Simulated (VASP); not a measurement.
# GaN in VASP: further runs

Aim: see how the results for GaN move with the level of theory and the settings. Levels: r2SCAN, PBE. Tasks: single point, relaxation of the atoms.

Program: VASP 6.6.1. These are calculated values, not measurements. Logs are shortened: lines on timing, memory, paths and dates and some standing lists are left out, and cuts for length are marked.

**1. The cell of the first run**

The structure is hexagonal, space group P6_3mc (No. 186). The conventional cell has a = 3.219 Å, b = 3.219 Å, c = 5.229 Å, α = 90.00°, β = 90.00°, γ = 120.00°. Within 2.6 Å of Ga (site symmetry 3m) lie 4 N at 1.96 to 1.97 Å. Within 2.6 Å of N (site symmetry 3m) lie 4 Ga at 1.96 to 1.97 Å.

**2. Single point, r2SCAN (strained)**

File POSCAR:

```
GaN
1.0
    3.2185412564      0.0000000000      0.0000000000
   -1.6092706282      2.7873384911      0.0000000000
    0.0000000000      0.0000000000      5.2286119200
Ga N
2 2
Direct
    0.3333333333      0.6666666667      0.0000000000
    0.6666666667      0.3333333333      0.5000000000
    0.3333333333      0.6666666667      0.3750000000
    0.6666666667      0.3333333333      0.8750000000
```

File INCAR.step1:

```
PREC     = Accurate       # precision mode
ENCUT    = 520            # plane-wave cutoff, eV
ISMEAR   = 0              # smearing method
SIGMA    = 0.02           # smearing width, eV
LREAL    = F              # projectors in reciprocal space
LASPH    = T              # aspherical terms in the spheres
NELM     = 60             # most SCF steps
NBANDS   = 26             # bands
GGA      = PE             # functional
ALGO     = Normal         # electronic algorithm
EDIFF    = 1E-4           # SCF threshold, eV
LWAVE    = T              # write WAVECAR
LCHARG   = F              # write CHGCAR
```

File INCAR.step2:

```
PREC     = Accurate       # precision mode
ENCUT    = 520            # plane-wave cutoff, eV
EDIFF    = 1E-7           # SCF threshold, eV
ISMEAR   = 0              # smearing method
SIGMA    = 0.02           # smearing width, eV
LREAL    = F              # projectors in reciprocal space
LASPH    = T              # aspherical terms in the spheres
NELM     = 60             # most SCF steps
ALGO     = Normal         # electronic algorithm
ISIF     = 2              # what is computed and relaxed
LWAVE    = F              # write WAVECAR
LCHARG   = T              # write CHGCAR
METAGGA  = R2SCAN         # meta-GGA
LMIXTAU  = T            
LELF     = T              # ELF
LVHAR    = T            
NBANDS   = 26             # bands
ISTART   = 1
```

File KPOINTS:

```
Automatic mesh
0
Gamma
  12 12 6
```

Potentials or basis: VASP PAW PBE potentials, release 64 (Ga_d, N).

Started as:

```bash
> cat potpaw_PBE.64/Ga_d/POTCAR potpaw_PBE.64/N/POTCAR > POTCAR
> cp INCAR.step1 INCAR
> mpirun -np 1 vasp_std > vasp.out
> cp INCAR.step2 INCAR
> mpirun -np 1 vasp_std > vasp.out
```

OUTCAR:

```text
PREC = Accurate
   ENCUT = 520
   EDIFF = 1E-7
   ISMEAR = 0
   LREAL = F
   LASPH = T
   NELM = 60
   ISIF = 2
   METAGGA = R2SCAN
   ISTART = 1

 ion  position               nearest neighbor table
   1  0.333  0.667  0.000-   3 1.96   4 1.97   4 1.97   4 1.97
   2  0.667  0.333  0.500-   4 1.96   3 1.97   3 1.97   3 1.97
   3  0.333  0.667  0.375-   1 1.96   2 1.97   2 1.97   2 1.97
   4  0.667  0.333  0.875-   2 1.96   1 1.97   1 1.97   1 1.97

  LATTYP: Found a hexagonal cell.
 ALAT       =     3.2185412564
 C/A-ratio  =     1.6245284753

  Lattice vectors:

 A1 = (   3.2185412564,   0.0000000000,   0.0000000000)
 A2 = (  -1.6092706282,   2.7873384911,   0.0000000000)
 A3 = (   0.0000000000,   0.0000000000,   5.2286119200)

Analysis of symmetry for initial positions (statically):
=====================================================================
 Subroutine PRICEL returns:
 Original cell was already a primitive cell.

 Routine SETGRP: Setting up the symmetry group for a
 hexagonal supercell.

 Subroutine GETGRP returns: Found 12 space group operations
 (whereof  6 operations were pure point group operations)
 out of a pool of 24 trial point group operations.

The static configuration has the point symmetry C_3v.
 The point group associated with its full space group is C_6v.

Analysis of symmetry for dynamics (positions and initial velocities):
=====================================================================
 Subroutine PRICEL returns:
 Original cell was already a primitive cell.

 Routine SETGRP: Setting up the symmetry group for a
 hexagonal supercell.

 Subroutine GETGRP returns: Found 12 space group operations
 (whereof  6 operations were pure point group operations)
 out of a pool of 24 trial point group operations.

The dynamic configuration has the point symmetry C_3v.
 The point group associated with its full space group is C_6v.

 Subroutine INISYM returns: Found 12 space group operations
 (whereof  6 operations are pure point group operations),
 and found     1 'primitive' translations

----------------------------------------------------------------------------------------

                                     Primitive cell

  volume of cell :      46.9067

  direct lattice vectors                    reciprocal lattice vectors
     3.218541256  0.000000000  0.000000000     0.310699761  0.179382591  0.000000000
    -1.609270628  2.787338491  0.000000000     0.000000000  0.358765182  0.000000000
     0.000000000  0.000000000  5.228611920     0.000000000  0.000000000  0.191255349

  length of vectors
     3.218541256  3.218541256  5.228611920     0.358765182  0.358765182  0.191255349

  position of ions in fractional coordinates (direct lattice)
     0.333333333  0.666666667  0.000000000
     0.666666667  0.333333333  0.500000000
     0.333333333  0.666666667  0.375000000
     0.666666667  0.333333333  0.875000000

  ion indices of the primitive-cell ions
   primitive index   ion index
                 1           1
                 2           2
                 3           3
                 4           4

----------------------------------------------------------------------------------------

 KPOINTS: Automatic mesh

Automatic generation of k-mesh.
 Grid dimensions read from file:
 generate k-points for:   12   12    6

 Generating k-lattice:

  Cartesian coordinates                     Fractional coordinates (reciprocal lattice)
     0.025891647  0.014948549  0.000000000     0.083333333  0.000000000  0.000000000
     0.000000000  0.029897098  0.000000000     0.000000000  0.083333333  0.000000000
     0.000000000  0.000000000  0.031875892     0.000000000  0.000000000  0.166666667

  Length of vectors
     0.029897098  0.029897098  0.031875892

  Shift w.r.t. Gamma in fractional coordinates (k-lattice)
     0.000000000  0.000000000  0.000000000

 Subroutine IBZKPT returns following result:
 ===========================================

 Found     76 irreducible k-points:

 Following reciprocal coordinates:
            Coordinates               Weight
  0.000000  0.000000  0.000000      1.000000
  0.083333  0.000000  0.000000      6.000000
  0.166667  0.000000  0.000000      6.000000
  0.250000  0.000000  0.000000      6.000000
  0.333333 -0.000000  0.000000      6.000000
  0.416667  0.000000  0.000000      6.000000
[... 16 lines left out ...]
  0.250000  0.000000  0.166667     12.000000
  0.333333 -0.000000  0.166667     12.000000
 [... further k-points ...]
   k-points           NKPTS =     76   k-points in BZ     NKDIM =     76   number of bands    NBANDS=     26
   number of dos      NEDOS =    301   number of ions     NIONS =      4
   total plane-waves  NPLWV =  23040
   dimension x,y,z NGX =    24 NGY =   24 NGZ =   40
   dimension x,y,z NGXF=    48 NGYF=   48 NGZF=   80
   ions per type =               2   2
   NGX,Y,Z   is equivalent  to a cutoff of  12.40, 12.40, 12.72 a.u.
   NGXF,Y,Z  is equivalent  to a cutoff of  24.79, 24.79, 25.44 a.u.
 SYSTEM =  unknown system
   PREC   = accura    normal or accurate (medium, high low for compatibility)
   ISTART =      1    job   : 0-new  1-cont  2-samecut
   ICHARG =      0    charge: 1-file 2-atom 10-const
   ISPIN  =      1    spin polarized calculation?
   LNONCOLLINEAR =      F non collinear calculations
   LSORBIT =      F    spin-orbit coupling
   LASPH  =      T    aspherical Exc in radial PAW
   ENCUT  =  520.0 eV  38.22 Ry    6.18 a.u.   5.98  5.98  9.72*2*pi/ulx,y,z
   NELM   =     60;   NELMIN=  2; NELMDL=  0     # of ELM steps
   EDIFF  = 0.1E-06   stopping-criterion for ELM
   LREAL  =      F    real-space projection
   EDIFFG = 0.1E-05   stopping-criterion for IOM
   NSW    =      0    number of steps for IOM
   IBRION =     -1    ionic relax: 0-MD 1-quasi-New 2-CG
   NFREE  =      0    steps in history (QN), initial steepest desc. (CG)
   ISIF   =      2    stress and relaxation
   ISYM   =      2    0-nonsym 1-usesym 2-fastsym
   POTIM  = 0.5000    time-step for ionic-motion
   TEBEG  =    0.0;   TEEND  =   0.0 temperature during run
   PSTRESS=    0.0 pullay stress
   NELECT =      36.0000    total number of electrons
   NUPDOWN=      -1.0000    fix difference up-down
   EMIN   =  10.00;   EMAX   =-10.00  energy-range for DOS
   EFERMI =   0.00;   METHOD = LEGACY
   ISMEAR =     0;   SIGMA  =   0.02  broadening in eV -4-tet -1-fermi 0-gaus
   EFERMI_NEDOS =   21; number of points for ismear=-14 and -15
   IALGO  =     38    algorithm
   IMIX   =      4    mixing-type and parameters
     AMIX     =   0.40;   BMIX     =  1.00
     AMIX_MAG =   1.60;   BMIX_MAG =  1.00
  volume/ion in A,a.u.               =      11.73        79.14
  Fermi-wavevector in a.u.,A,eV,Ry     =   1.498870  2.832453 30.566997  2.246611
  Thomas-Fermi vector in A             =   2.610573
   LORBIT       =      0    0 simple, 1 ext, 2 COOP (PROOUT), +10 PAW based schemes
   METAGGA = R2SCAN    functional components
   LHFCALC =     F    Hartree Fock is set to
   AEXX    =    0.0000 exact exchange contribution
   IVDW    =     0    specifies the selected vdW correction
   LEPSILON=     F    determine dielectric tensor
   LRPA    =     F    only Hartree local field effects (RPA)
 non-spin polarized calculation
 Gauss-broadening in eV      SIGMA  =   0.02
  energy-cutoff  :      520.00
  volume of cell :       46.91
 maximum number of plane-waves:      1286
 NGX is ok and might be reduce to    24
   NGX = 11   NGY = 11   NGZ = 19

 number of electron      35.9999954 magnetization

 Free energy of the ion-electron system (eV)
  ---------------------------------------------------
  ext. energy  EPLUGINS =         0.00000000
  ---------------------------------------------------
  free energy    TOTEN  =       -43.80390707 eV

  energy without entropy =      -43.80390707  energy(sigma->0) =      -43.80390707

 E-fermi :   4.8577     XC(G=0): -12.4832

 val. band max:        4.7787682269   @ k =   0.0000   0.0000   0.0000
 cond. band min:       6.9028741211   @ k =   0.0000   0.0000   0.0000
 fundamental gap:      2.1241058942
 Fermi energy:         4.8576940770

 k-point     1 :       0.0000    0.0000    0.0000
  band No.  band energies     occupation
      1     -11.7785      2.00000
      2     -10.8600      2.00000
      3      -9.0437      2.00000
      4      -9.0230      2.00000
      5      -9.0230      2.00000
      6      -8.9593      2.00000
[... 18 lines left out ...]
     25      17.0195      0.00000
     26      17.0196      0.00000

 k-point     2 :       0.0833    0.0000    0.0000
  band No.  band energies     occupation
      1     -11.7137      2.00000
      2     -10.8425      2.00000
      3      -9.0355      2.00000
      4      -9.0136      2.00000
      5      -9.0007      2.00000
      6      -8.9515      2.00000
[... 18 lines left out ...]
     25      16.6718      0.00000
     26      17.1764      0.00000

 k-point     3 :       0.1667    0.0000    0.0000
  band No.  band energies     occupation
      1     -11.5366      2.00000
      2     -10.7988      2.00000
      3      -9.0116      2.00000
      4      -8.9904      2.00000
      5      -8.9422      2.00000
      6      -8.9112      2.00000
[... 18 lines left out ...]
     25      16.7362      0.00000
     26      17.5460      0.00000

 k-point     4 :       0.2500    0.0000    0.0000
  band No.  band energies     occupation
      1     -11.2997      2.00000
      2     -10.7492      2.00000
      3      -8.9861      2.00000
      4      -8.9664      2.00000
      5      -8.8997      2.00000
      6      -8.8635      2.00000
[... 18 lines left out ...]
     25      16.8017      0.00000
     26      18.0534      0.00000

 k-point     5 :       0.3333   -0.0000    0.0000
  band No.  band energies     occupation
      1     -11.0779      2.00000
      2     -10.7119      2.00000
      3      -8.9702      2.00000
      4      -8.9527      2.00000
      5      -8.8678      2.00000
      6      -8.8175      2.00000
[... 18 lines left out ...]
     25      16.9848      0.00000
     26      18.5890      0.00000

 k-point     6 :       0.4167    0.0000    0.0000
  band No.  band energies     occupation
      1     -10.9311      2.00000
      2     -10.6933      2.00000
      3      -8.9662      2.00000
      4      -8.9486      2.00000
      5      -8.8535      2.00000
      6      -8.8006      2.00000
[... 427 lines left out ...]
 k-point    21 :       0.0833    0.0000    0.1667
  band No.  band energies     occupation
      1     -11.6386      2.00000
      2     -10.8757      2.00000
      3      -9.0237      2.00000
      4      -9.0112      2.00000
      5      -8.9868      2.00000
      6      -8.9574      2.00000
[... 18 lines left out ...]
     25      16.5218      0.00000
     26      16.9218      0.00000

 k-point    22 :       0.1667    0.0000    0.1667
  band No.  band energies     occupation
      1     -11.4692      2.00000
      2     -10.8246      2.00000
      3      -9.0063      2.00000
      4      -8.9866      2.00000
      5      -8.9436      2.00000
      6      -8.9180      2.00000
[... 18 lines left out ...]
     25      16.3279      0.00000
     26      17.3309      0.00000

 k-point    23 :       0.2500    0.0000    0.1667
  band No.  band energies     occupation
      1     -11.2448      2.00000
      2     -10.7658      2.00000
      3      -8.9851      2.00000
      4      -8.9600      2.00000
      5      -8.9104      2.00000
      6      -8.8707      2.00000
[... 18 lines left out ...]
     25      16.4746      0.00000
     26      17.8828      0.00000

 k-point    24 :       0.3333   -0.0000    0.1667
  band No.  band energies     occupation
      1     -11.0378      2.00000
      2     -10.7204      2.00000
      3      -8.9729      2.00000
      4      -8.9431      2.00000
      5      -8.8821      2.00000
      6      -8.8253      2.00000
[... 18 lines left out ...]
     25      16.7342      0.00000
     26      18.4875      0.00000

 [... further k-points ...]

------------------------ aborting loop because EDIFF is reached ----------------------------------------

  FORCE on cell =-STRESS in cart. coord.  units (eV):
  Direction    XX          YY          ZZ          XY          YZ          ZX
  --------------------------------------------------------------------------------------
  -------------------------------------------------------------------------------------
  Total       -1.5317241     -1.5317241     -1.0135569      0.0000000     -0.0000000      0.0000000
  in kB      -52.3185789    -52.3185789    -34.6197158      0.0000000     -0.0000000      0.0000000
  external PRESSURE =     -46.4189579 kB  Pullay stress =       0.0000000 kB

 VOLUME and BASIS-vectors are now :
 -----------------------------------------------------------------------------
  energy-cutoff  :      520.00
  volume of cell :       46.91
      direct lattice vectors                 reciprocal lattice vectors
     3.218541256  0.000000000  0.000000000     0.310699761  0.179382591  0.000000000
    -1.609270628  2.787338491  0.000000000     0.000000000  0.358765182  0.000000000
     0.000000000  0.000000000  5.228611920     0.000000000  0.000000000  0.191255349

 POSITION                                       TOTAL-FORCE (eV/Angst)
 -----------------------------------------------------------------------------------
     -0.00000      1.85823      0.00000         0.000000      0.000000     -0.124750
      1.60927      0.92911      2.61431        -0.000000     -0.000000     -0.124750
     -0.00000      1.85823      1.96073         0.000000      0.000000      0.124750
      1.60927      0.92911      4.57504         0.000000      0.000000      0.124750
 -----------------------------------------------------------------------------------
    total drift:                                0.000002      0.000004      0.049275

  FREE ENERGIE OF THE ION-ELECTRON SYSTEM (eV)
  ---------------------------------------------------
  free  energy   TOTEN  =       -43.8039070683 eV

  energy  without entropy=      -43.8039070683  energy(sigma->0) =      -43.80390707
```

Run time: 2.3 min. Hardware: 1 thread of Intel Xeon 6975P-C (Granite Rapids), shared host; peak memory 0.22 GiB.

Results:

- Free energy: -43.8039 eV
- Pressure: -4.6 GPa
- Largest force: 0.125 eV/Å
- Band gap on the k mesh: 2.12 eV

Forces on the atoms (eV/Å):
```
Ga   0.000  0.000 -0.125
Ga   0.000  0.000 -0.125
N    0.000  0.000  0.125
N    0.000  0.000  0.125
```

Stress tensor (GPa, compression positive):
```
-5.23  0.00  0.00
 0.00 -5.23  0.00
 0.00  0.00 -3.46
```

Levels at points of the mesh, in eV from the valence-band top:
```csv
k point,band 14,band 15,band 16,band 17,band 18,band 19,band 20,band 21,band 22,band 23
"(0.00, 0.00, 0.00)",-1.05,-1.05,-0.06,0.00,0.00,2.12,4.59,9.77,10.38,10.38
"(0.50, 0.00, 0.00)",-5.26,-4.19,-2.74,-2.19,-0.97,5.47,5.92,6.46,9.08,10.83
"(0.00, 0.00, 0.50)",-3.89,-0.54,-0.54,-0.54,-0.54,4.55,4.55,9.02,9.02,10.90
"(0.50, 0.00, 0.50)",-6.55,-1.93,-1.93,-1.90,-1.90,4.78,4.78,8.23,8.23,10.57
```

Caveat: the cell differs from its parent crystal (strained); the cell stands under tension; the PAW data sets were made with another functional, which shifts forces and pressure a little.

**3. Single point, PBE (strained and its atoms moved)**

File INCAR:

```
SYSTEM = GaN
ALGO = Normal ; EDIFF = 1E-7
ENCUT = 520 ; GGA = PE
ISIF = 2 ; ISMEAR = 0
LASPH = .TRUE. ; LCHARG = .TRUE.
LELF = .TRUE. ; LREAL = .FALSE.
LVHAR = .TRUE. ; LWAVE = .FALSE.
NBANDS = 26 ; NELM = 100
PREC = Accurate ; SIGMA = 0.02
```

File KPOINTS:

```
k-points
0
G
  12 12 6
  0 0 0
```

File POSCAR:

```
GaN
1.0
    3.1517930635      0.0317999966      0.0000000000
   -1.5483569269      2.7454411058      0.0000000000
    0.0000000000      0.0000000000      5.1662583000
Ga N
2 2
Direct
    0.3454325938      0.6545674062      0.0065139111
    0.6545674062      0.3454325938      0.5065139111
    0.3292975722      0.6707024278      0.3684860889
    0.6707024278      0.3292975722      0.8684860889
```

Potentials or basis: VASP PAW PBE potentials, release 64 (Ga_d, N).

Started as:

```bash
> cat potpaw_PBE.64/Ga_d/POTCAR potpaw_PBE.64/N/POTCAR > POTCAR
> mpirun -np 1 vasp_std > vasp.out
```

Run time: 76 s. Hardware: 1 thread of Intel Xeon 6975P-C (Granite Rapids), shared host; peak memory 0.28 GiB.

It converged, with:

```
Free energy            : -24.1389 eV
Pressure               : 9.6 GPa
Largest force          : 1.298 eV/Å
Band gap on the k mesh : 1.91 eV
```

Forces on the atoms (eV/Å):
```
Ga  -0.688  0.397 -1.026
Ga   0.688 -0.397 -1.026
N   -0.555  0.320  1.026
N    0.555 -0.320  1.026
```

Stress tensor (GPa, compression positive):
```
 9.06 -4.80  0.00
-4.80  3.51  0.00
 0.00  0.00 16.27
```

Levels at points of the mesh, in eV from the valence-band top:
| k point | band 15 | band 16 | band 17 | band 18 | band 19 | band 20 | band 21 | band 22 |
| --- | --- | --- | --- | --- | --- | --- | --- | --- |
| (0.00, 0.00, 0.00) | -1.07 | -0.32 | -0.04 | 0.00 | 1.91 | 4.37 | 9.13 | 9.48 |
| (0.50, 0.00, 0.00) | -4.64 | -2.81 | -2.49 | -0.87 | 5.12 | 5.58 | 5.93 | 8.58 |
| (0.50, 0.50, 0.00) | -4.44 | -2.93 | -2.67 | -0.99 | 4.96 | 5.41 | 5.80 | 8.63 |
| (0.00, 0.00, 0.50) | -0.64 | -0.64 | -0.55 | -0.55 | 4.25 | 4.25 | 8.56 | 8.56 |
| (0.50, 0.00, 0.50) | -2.19 | -2.19 | -1.87 | -1.87 | 4.29 | 4.29 | 7.93 | 7.93 |
| (0.50, 0.50, 0.50) | -2.20 | -2.20 | -2.05 | -2.05 | 4.26 | 4.26 | 7.83 | 7.83 |

Caveat: the cell differs from its parent crystal (strained and its atoms moved); the cell stands under pressure; forces of over 1 eV/Å act on the atoms, so gaps and moduli don't describe the material at rest.

(Part 1 of 2 ends here.)
